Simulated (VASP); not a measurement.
## FeGe: single point with r2SCAN

The system is FeGe.

```
CELL_PARAMETERS angstrom
3.01617 0.00000 0.00000
0.00000 3.01617 0.00000
0.00000 0.00000 3.01617
ATOMIC_POSITIONS crystal
Fe 0.00000 0.00000 0.00000
Ge 0.46334 0.45075 0.45353
```

```json
{
 "Program": "VASP 6.6.1",
 "Task": "single point",
 "Functional": "r2SCAN",
 "Potentials or basis": "VASP PAW PBE potentials, release 64 (Fe, Ge_d)",
 "Cutoff": "520 eV",
 "k mesh": "3 × 3 × 3",
 "Occupations": "gaussian, width 0.05 eV",
 "Spin": "collinear spin, ferromagnetic start",
 "Starting moments": "[4.0, 0.0] μB",
 "Dipole correction": "no",
 "Further INCAR settings": "ALGO = Normal; EDIFF = 1e-06; NBANDS = 22"
}
```

| Item | Value |
| --- | --- |
| Pressure | -4.8 GPa |
| Largest force | 0.944 eV/Å |
| Net moment | 1.93 μB per cell |
| Site moments | Fe +1.97; Ge -0.01 μB |
| Valence electrons inside the program's atomic spheres | Fe 7.13; Ge 12.42 |

Forces in eV/Å, atoms in the order of the input:
```
Fe  -0.461 -0.596 -0.569
Ge   0.461  0.596  0.569
```

Stress tensor (GPa, compression positive):
```
-4.41  2.39  2.29
 2.39 -4.97  3.05
 2.29  3.05 -4.98
```

Levels at points of the mesh, in eV from the Fermi level:
Spin up:
| k point | band 10 | band 11 | band 12 | band 13 | band 14 | band 15 |
| --- | --- | --- | --- | --- | --- | --- |
| (0.00, 0.00, 0.00) | -1.68 | -1.67 | 3.13 | 3.19 | 3.23 | 8.52 |
Spin down:
| k point | band 7 | band 8 | band 9 | band 10 | band 11 | band 12 | band 13 | band 14 |
| --- | --- | --- | --- | --- | --- | --- | --- | --- |
| (0.00, 0.00, 0.00) | -1.28 | -1.25 | 0.16 | 0.40 | 0.42 | 3.28 | 3.34 | 3.36 |

It took 69 s on 1 thread of Intel(R) Xeon(R) 6975P-C (Granite Rapids), with other jobs on the host, peak memory 0.16 GiB.

Caveat: the k points lie up to 0.69 Å⁻¹ apart; the PAW data sets were made with another functional, which shifts forces and pressure a little.
